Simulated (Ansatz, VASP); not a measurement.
**Two plane-wave programs on SnSe2**

The input INCAR:

```
SYSTEM = SnSe2
ALGO     = Normal         ! electronic algorithm
DIPOL    = 0.5 0.5 0.500
EDIFF    = 1E-6           ! SCF threshold, eV
EDIFFG   = -0.01          ! ionic threshold
ENCUT    = 520            ! plane-wave cutoff, eV
GGA      = PE             ! functional
IBRION   = 2              ! ionic algorithm
IDIPOL   = 3            
ISIF     = 2              ! what is computed and relaxed
ISMEAR   = 0              ! smearing method
IVDW     = 12             ! dispersion correction
LASPH    = .True.         ! aspherical terms in the spheres
LCHARG   = .False.        ! write CHGCAR
LDIPOL   = .True.       
LREAL    = .False.        ! projectors in reciprocal space
LWAVE    = .False.        ! write WAVECAR
NELM     = 80             ! most SCF steps
NSW      = 100            ! ionic steps
PREC     = Accurate       ! precision mode
SIGMA    = 0.02           ! smearing width, eV
```

File KPOINTS:

```
k-points
0
Gamma
  12 12 1
  0 0 0
```

File POSCAR:

```
SnSe2
1.0
    3.8110000000      0.0000000000      0.0000000000
   -1.9055000000      3.3004228138      0.0000000000
    0.0000000000      0.0000000000     21.1000000000
Se Sn
2 1
Direct
    0.6666666667      0.3333333333      0.4265402844
    0.3333333333      0.6666666667      0.5734597156
    0.0000000000      0.0000000000      0.5000000000
```

Input for Ansatz:

```yaml
crystal:
  lattice:
    - [3.811, 0.0, 0.0]
    - [-1.9055, 3.3004228138, 0.0]
    - [0.0, 0.0, 21.1]
  atoms:
    - { symbol: Se, position: [0.6666666667, 0.3333333333, 0.4265402844] }
    - { symbol: Sn, position: [0.0, 0.0, 0.5] }
    - { symbol: Se, position: [0.3333333333, 0.6666666667, 0.5734597156] }
  periodic: [true, true, false]
scf:
  occupations: { method: gaussian, width: 0.02 }
  n_extra_bands: 6
output:
  forces: true
  stress: false
  write_density: true
  write_potential: true
  elf: true
  volumetric_format: npy
kpoints:
  mp_grid: { grid: [12, 12, 1] }
hamiltonian:
  xc: pbe
  dispersion: d3bj
relax:
  f_tol: 0.01
  max_steps: 100
```

Alike in both runs: task relaxation of the atoms; functional PBE; dispersion D3(BJ); k mesh 12 × 12 × 1; occupations gaussian, width 0.02 eV; no spin polarisation.

```csv
,VASP,Ansatz
version,VASP 6.6.1,Ansatz 0.2.0
potentials or method,"VASP PAW PBE potentials, release 64 (Se, Sn_d)","scalar-relativistic, plane waves, PAW"
plane-wave cutoff (eV),520,420
valence electrons in the cell,26,46
```

|  | VASP | Ansatz | Ansatz less VASP |
| --- | --- | --- | --- |
| gap on the k mesh at the Fermi level, each at its own relaxed structure (eV) | 0.75 | 0.76 | +0.007 |

VASP's potentials hold 26 valence electrons a cell and Ansatz's 46, so a difference there can come from the potentials and not from the codes. Ansatz's warnings: slab cell height set, xc potential rough in thin density.
